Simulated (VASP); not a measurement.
Write the native input for VASP 6.6.1 that does the following.

- Task: single point
- Functional: PBE
- Potentials or basis: VASP PAW PBE potentials, release 64 (Si)
- Cutoff: 500 eV
- k mesh: 15 × 15 × 15
- Occupations: fermi-dirac, width 0.15 eV
- Spin: no spin polarisation
- Dipole correction: no
- Further INCAR settings: ALGO = Normal; EDIFF = 1e-06; NBANDS = 8

The structure of Si lies in POSCAR:

```
Si
1.0
    0.0000000000      1.6531301597      1.6531301597
    1.6531301597      0.0000000000      1.6531301597
    1.6531301597      1.6531301597      0.0000000000
Si
1
Direct
    0.0000000000      0.0000000000      0.0000000000
```

This isn't the form of Si at room conditions, which is diamond.

These files were run (other wordings do the same):

INCAR

```
SYSTEM = Si
PREC = Accurate
ENCUT = 500
EDIFF = 1E-6
ISMEAR = -1
SIGMA = 0.15
LREAL = .False.
LASPH = .True.
NELM = 120
ALGO = Normal
ISIF = 2
LWAVE = .False.
LCHARG = .True.
GGA = PE
LELF = .True.
LVHAR = .True.
NBANDS = 8
GGA_COMPAT = .False.
```

KPOINTS

```
regular mesh
0
Gamma
  15 15 15
  0 0 0
```

Potentials or basis: VASP PAW PBE potentials, release 64 (Si).

Run with:

```console
$ cat potpaw_PBE.64/Si/POTCAR > POTCAR
$ mpirun -np 1 vasp_std > vasp.out
```

Results of the run:

- Pressure: 108.3 GPa
- Band gap on the k mesh: zero (bands 2 and 3 overlap by 17.09 eV)

Caveat: the cell stands under pressure.

It took 6.2 s on 1 thread of Intel(R) Xeon(R) Platinum 8259CL CPU @ 2.50GHz (Skylake/Cascade Lake) (shared host), peak memory 0.11 GiB.
